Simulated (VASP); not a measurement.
# K (P6/mmm) in VASP: density of states with PBE

Aim: the density of states of K with PBE.

Program: VASP 6.6.1. These are calculated values, not measurements. Logs are shortened: lines on timing, memory, paths and dates and some standing lists are left out, and cuts for length are marked.

### Step 1. The cell of the first run

Symmetry: P6/mmm, No. 191, hexagonal system. The conventional cell has a = 3.353 Å, b = 3.353 Å, c = 3.151 Å, α = 90.00°, β = 90.00°, γ = 120.00°. Within 4.1 Å of K (site symmetry 6/mmm) lie 8 K at 3.15 to 3.35 Å.

### Step 2. Density of states, PBE (volume scaled by 0.4)

Contents of POSCAR:

```
K
1.0
    3.3526116708      0.0000000000      0.0000000000
   -1.6763058354      2.9034468759      0.0000000000
    0.0000000000      0.0000000000      3.1514549706
K
1
Direct
    0.0000000000      0.0000000000      0.0000000000
```

Contents of INCAR.step1:

```
SYSTEM = K
  PREC = Accurate
  ENCUT = 520
  EDIFF = 1E-7
  ISMEAR = -1
  SIGMA = 0.08
  LREAL = .False.
  LASPH = .True.
  NELM = 100
  ALGO = Normal
  ISIF = 2
  LWAVE = .False.
  LCHARG = .True.
  GGA = PE
  NBANDS = 10
```

Contents of KPOINTS.step1:

```
Automatic mesh
0
Gamma
  10 10 9
  0 0 0
```

Contents of INCAR.step2:

```
SYSTEM = K
  PREC = Accurate
  ENCUT = 520
  EDIFF = 1E-7
  ISMEAR = -5
  SIGMA = 0.08
  LREAL = .False.
  LASPH = .True.
  NELM = 100
  ALGO = Normal
  ISIF = 2
  LWAVE = .False.
  LCHARG = .False.
  GGA = PE
  LORBIT = 11
  NEDOS = 1001
  ICHARG = 11
```

Contents of KPOINTS.step2:

```
Automatic mesh
0
Gamma
  15 15 14
  0 0 0
```

Potentials or basis: VASP PAW PBE potentials, release 64 (K_sv).

Started as:

```console
cat potpaw_PBE.64/K_sv/POTCAR > POTCAR
cp INCAR.step1 INCAR
cp KPOINTS.step1 KPOINTS
mpirun -np 1 vasp_std > vasp.out
cp INCAR.step2 INCAR
cp KPOINTS.step2 KPOINTS
mpirun -np 1 vasp_std > vasp.out
```

OUTCAR:

```text
SYSTEM = K
   PREC = Accurate
   ENCUT = 520
   EDIFF = 1E-7
   ISMEAR = -5
   LREAL = .False.
   LASPH = .True.
   NELM = 100
   ISIF = 2
   GGA = PE
   LORBIT = 11
   ICHARG = 11

 ion  position               nearest neighbor table
   1  0.000  0.000  0.000-

  LATTYP: Found a hexagonal cell.
 ALAT       =     3.3526116708
 C/A-ratio  =     0.9400000000

  Lattice vectors:

 A1 = (   3.3526116708,   0.0000000000,   0.0000000000)
 A2 = (  -1.6763058354,   2.9034468759,   0.0000000000)
 A3 = (   0.0000000000,   0.0000000000,   3.1514549706)

Analysis of symmetry for initial positions (statically):
=====================================================================
 Subroutine PRICEL returns:
 Original cell was already a primitive cell.

 Routine SETGRP: Setting up the symmetry group for a
 hexagonal supercell.

 Subroutine GETGRP returns: Found 24 space group operations
 (whereof 24 operations were pure point group operations)
 out of a pool of 24 trial point group operations.

The static configuration has the point symmetry D_6h.

Analysis of symmetry for dynamics (positions and initial velocities):
=====================================================================
 Subroutine PRICEL returns:
 Original cell was already a primitive cell.

 Routine SETGRP: Setting up the symmetry group for a
 hexagonal supercell.

 Subroutine GETGRP returns: Found 24 space group operations
 (whereof 24 operations were pure point group operations)
 out of a pool of 24 trial point group operations.

The dynamic configuration has the point symmetry D_6h.

 Subroutine INISYM returns: Found 24 space group operations
 (whereof 24 operations are pure point group operations),
 and found     1 'primitive' translations

----------------------------------------------------------------------------------------

                                     Primitive cell

  volume of cell :      30.6767

  direct lattice vectors                    reciprocal lattice vectors
     3.352611671  0.000000000  0.000000000     0.298274927  0.172209109  0.000000000
    -1.676305835  2.903446876  0.000000000     0.000000000  0.344418218  0.000000000
     0.000000000  0.000000000  3.151454971     0.000000000  0.000000000  0.317313752

  length of vectors
     3.352611671  3.352611671  3.151454971     0.344418218  0.344418218  0.317313752

  position of ions in fractional coordinates (direct lattice)
     0.000000000  0.000000000  0.000000000

  ion indices of the primitive-cell ions
   primitive index   ion index
                 1           1

----------------------------------------------------------------------------------------

 KPOINTS: Automatic mesh

Automatic generation of k-mesh.
 Grid dimensions read from file:
 generate k-points for:   15   15   14

 Generating k-lattice:

  Cartesian coordinates                     Fractional coordinates (reciprocal lattice)
     0.019884995  0.011480607  0.000000000     0.066666667  0.000000000  0.000000000
     0.000000000  0.022961215  0.000000000     0.000000000  0.066666667  0.000000000
     0.000000000  0.000000000  0.022665268     0.000000000  0.000000000  0.071428571

  Length of vectors
     0.022961215  0.022961215  0.022665268

  Shift w.r.t. Gamma in fractional coordinates (k-lattice)
     0.000000000  0.000000000  0.000000000

 TETIRR: Found   3206 inequivalent tetrahedra from    18900

 Subroutine IBZKPT returns following result:
 ===========================================

 Found    216 irreducible k-points:

 Following reciprocal coordinates:
            Coordinates               Weight
  0.000000  0.000000  0.000000      1.000000
  0.066667  0.000000  0.000000      6.000000
  0.133333  0.000000  0.000000      6.000000
  0.200000 -0.000000  0.000000      6.000000
  0.266667  0.000000  0.000000      6.000000
  0.333333 -0.000000  0.000000      6.000000
[... 16 lines left out ...]
  0.333333  0.200000  0.000000     12.000000
  0.400000  0.200000  0.000000      6.000000
 [... further k-points ...]
   k-points           NKPTS =    216   k-points in BZ     NKDIM =    216   number of bands    NBANDS=      8
   number of dos      NEDOS =   1001   number of ions     NIONS =      1
   total plane-waves  NPLWV =  18816
   dimension x,y,z NGX =    28 NGY =   28 NGZ =   24
   dimension x,y,z NGXF=    56 NGYF=   56 NGZF=   48
   ions per type =               1
   NGX,Y,Z   is equivalent  to a cutoff of  13.88, 13.88, 12.66 a.u.
   NGXF,Y,Z  is equivalent  to a cutoff of  27.77, 27.77, 25.32 a.u.
 SYSTEM =  K
   PREC   = accura    normal or accurate (medium, high low for compatibility)
   ISTART =      0    job   : 0-new  1-cont  2-samecut
   ICHARG =     11    charge: 1-file 2-atom 10-const
   ISPIN  =      1    spin polarized calculation?
   LNONCOLLINEAR =      F non collinear calculations
   LSORBIT =      F    spin-orbit coupling
   LASPH  =      T    aspherical Exc in radial PAW
   ENCUT  =  520.0 eV  38.22 Ry    6.18 a.u.   6.23  6.23  5.86*2*pi/ulx,y,z
   NELM   =    100;   NELMIN=  2; NELMDL=  0     # of ELM steps
   EDIFF  = 0.1E-06   stopping-criterion for ELM
   LREAL  =      F    real-space projection
   EDIFFG = 0.1E-05   stopping-criterion for IOM
   NSW    =      0    number of steps for IOM
   IBRION =     -1    ionic relax: 0-MD 1-quasi-New 2-CG
   NFREE  =      0    steps in history (QN), initial steepest desc. (CG)
   ISIF   =      2    stress and relaxation
   ISYM   =      2    0-nonsym 1-usesym 2-fastsym
   POTIM  = 0.5000    time-step for ionic-motion
   TEBEG  =    0.0;   TEEND  =   0.0 temperature during run
   PSTRESS=    0.0 pullay stress
   NELECT =       9.0000    total number of electrons
   NUPDOWN=      -1.0000    fix difference up-down
   EMIN   =  10.00;   EMAX   =-10.00  energy-range for DOS
   EFERMI =   0.00;   METHOD = LEGACY
   ISMEAR =    -5;   SIGMA  =   0.08  broadening in eV -4-tet -1-fermi 0-gaus
   EFERMI_NEDOS =   21; number of points for ismear=-14 and -15
   IALGO  =     38    algorithm
   IMIX   =      4    mixing-type and parameters
     AMIX     =   0.40;   BMIX     =  1.00
     AMIX_MAG =   1.60;   BMIX_MAG =  1.00
  volume/ion in A,a.u.               =      30.68       207.02
  Fermi-wavevector in a.u.,A,eV,Ry     =   1.087810  2.055662 16.100181  1.183330
  Thomas-Fermi vector in A             =   2.223977
   LORBIT       =     11    0 simple, 1 ext, 2 COOP (PROOUT), +10 PAW based schemes
   GGA     = PE    functional components
   LHFCALC =     F    Hartree Fock is set to
   AEXX    =    0.0000 exact exchange contribution
   IVDW    =     0    specifies the selected vdW correction
   LEPSILON=     F    determine dielectric tensor
   LRPA    =     F    only Hartree local field effects (RPA)
 non-spin polarized calculation
 Fermi weights with tetrahedron method with Bloechl corrections
  energy-cutoff  :      520.00
  volume of cell :       30.68
 maximum number of plane-waves:       857
 NGX is ok and might be reduce to    28

 number of electron       9.0000000 magnetization

 Free energy of the ion-electron system (eV)
  ---------------------------------------------------
  ext. energy  EPLUGINS =         0.00000000
  ---------------------------------------------------
  free energy    TOTEN  =         0.07634622 eV

  energy without entropy =        0.07634622  energy(sigma->0) =        0.07634622

 E-fermi :   2.9279     XC(G=0):  -8.3013

 val. band max:        2.9221779215   @ k =   0.1333   0.0000   0.4286
 cond. band min:       2.9241197202   @ k =   0.4000   0.1333   0.5000
 fundamental gap:      0.0019417987
 Fermi energy:         2.9278523987

 k-point     1 :       0.0000    0.0000    0.0000
  band No.  band energies     occupation
      1     -29.6220      2.00000
      2     -12.5829      2.00000
      3     -12.5829      2.00000
      4     -12.5011      2.00000
      5      -0.3557      2.00000
      6       5.4250      0.00000
      7       7.5098      0.00000
      8       7.5098      0.00000

 k-point     2 :       0.0667    0.0000    0.0000
  band No.  band energies     occupation
      1     -29.6149      2.00000
      2     -12.6354      2.00000
      3     -12.5933      2.00000
      4     -12.4957      2.00000
      5      -0.2392      2.00000
      6       5.4814      0.00000
      7       7.2734      0.00000
      8       7.6177      0.00000

 k-point     3 :       0.1333    0.0000    0.0000
  band No.  band energies     occupation
      1     -29.5946      2.00000
      2     -12.7810      2.00000
      3     -12.6228      2.00000
      4     -12.4803      2.00000
      5       0.0956      2.00000
      6       5.6349      0.00000
      7       6.7184      0.00000
      8       7.9365      0.00000

 k-point     4 :       0.2000   -0.0000    0.0000
  band No.  band energies     occupation
      1     -29.5645      2.00000
      2     -12.9879      2.00000
      3     -12.6657      2.00000
      4     -12.4575      2.00000
      5       0.6079      2.00000
      6       5.7765      0.00000
      7       6.1528      0.00000
      8       8.4523      0.00000

 k-point     5 :       0.2667    0.0000    0.0000
  band No.  band energies     occupation
      1     -29.5296      2.00000
      2     -13.2156      2.00000
      3     -12.7143      2.00000
      4     -12.4312      2.00000
      5       1.2384      2.00000
      6       5.3919      0.00000
      7       6.1644      0.00000
      8       9.1408      0.00000

 k-point     6 :       0.3333   -0.0000    0.0000
  band No.  band energies     occupation
      1     -29.4959      2.00000
      2     -13.4247      2.00000
      3     -12.7602      2.00000
      4     -12.4058      2.00000
      5       1.9089      2.00000
      6       4.9502      0.00000
      7       6.2562      0.00000
      8       9.2371      0.00000

 k-point     7 :       0.4000   -0.0000    0.0000
  band No.  band energies     occupation
      1     -29.4693      2.00000
      2     -13.5828      2.00000
      3     -12.7957      2.00000
      4     -12.3858      2.00000
      5       2.5055      2.01347
      6       4.6827      0.00000
      7       6.1760      0.00000
      8       8.9372      0.00000
[... 133 lines left out ...]
 k-point    20 :       0.4000    0.1333    0.0000
  band No.  band energies     occupation
      1     -29.4477      2.00000
      2     -13.6106      2.00000
      3     -12.9387      2.00000
      4     -12.3697      2.00000
      5       3.2399     -0.13959
      6       4.5512      0.00000
      7       6.0086      0.00000
      8       8.9177      0.00000

 k-point    21 :       0.2000    0.2000    0.0000
  band No.  band energies     occupation
      1     -29.4878      2.00000
      2     -13.3745      2.00000
      3     -12.8845      2.00000
      4     -12.3997      2.00000
      5       2.1762      2.00000
      6       4.9244      0.00000
      7       6.2688      0.00000
      8       9.3544      0.00000

 k-point    22 :       0.2667    0.2000    0.0000
  band No.  band energies     occupation
      1     -29.4627      2.00000
      2     -13.4699      2.00000
      3     -12.9795      2.00000
      4     -12.3809      2.00000
      5       2.8694      1.31126
      6       4.6496      0.00000
      7       6.2435      0.00000
      8       9.1884      0.00000

 k-point    23 :       0.3333    0.2000    0.0000
  band No.  band energies     occupation
      1     -29.4456      2.00000
      2     -13.5290      2.00000
      3     -13.0484      2.00000
      4     -12.3681      2.00000
      5       3.4631     -0.15235
      6       4.5067      0.00000
      7       6.0550      0.00000
      8       9.0975      0.00000

 k-point    24 :       0.4000    0.2000    0.0000
  band No.  band energies     occupation
      1     -29.4395      2.00000
      2     -13.5488      2.00000
      3     -13.0736      2.00000
      4     -12.3636      2.00000
      5       3.7065      0.00000
      6       4.4934      0.00000
      7       5.9115      0.00000
      8       9.0696      0.00000

 [... further k-points ...]

------------------------ aborting loop because EDIFF is reached ----------------------------------------

  FORCE on cell =-STRESS in cart. coord.  units (eV):
  Direction    XX          YY          ZZ          XY          YZ          ZX
  --------------------------------------------------------------------------------------
  -------------------------------------------------------------------------------------
  Total        2.7247426      2.7247426      2.7374705      0.0000000      0.0000000      0.0000000
  in kB      142.3075086    142.3075086    142.9722592      0.0000000      0.0000000      0.0000000
  external PRESSURE =     142.5290921 kB  Pullay stress =       0.0000000 kB

 VOLUME and BASIS-vectors are now :
 -----------------------------------------------------------------------------
  energy-cutoff  :      520.00
  volume of cell :       30.68
      direct lattice vectors                 reciprocal lattice vectors
     3.352611671  0.000000000  0.000000000     0.298274927  0.172209109  0.000000000
    -1.676305835  2.903446876  0.000000000     0.000000000  0.344418218  0.000000000
     0.000000000  0.000000000  3.151454971     0.000000000  0.000000000  0.317313752

 POSITION                                       TOTAL-FORCE (eV/Angst)
 -----------------------------------------------------------------------------------
      0.00000      0.00000      0.00000         0.000000      0.000000      0.000000
 -----------------------------------------------------------------------------------
    total drift:                               -0.000000     -0.000000      0.000000

  FREE ENERGIE OF THE ION-ELECTRON SYSTEM (eV)
  ---------------------------------------------------
  free  energy   TOTEN  =         0.0763462230 eV

  energy  without entropy=        0.0763462230  energy(sigma->0) =        0.07634622

 total charge

# of ion       s       p       d       tot
------------------------------------------
    1        2.016   5.558   0.056   7.630
```

Wall time 80 s (1 thread of Intel Xeon 8259CL, shared host); peak memory 0.18 GiB.

What came out:

- Valence electrons inside the program's atomic spheres: K 7.63

Caveat: tetrahedron occupations give inexact forces and stress in metals.
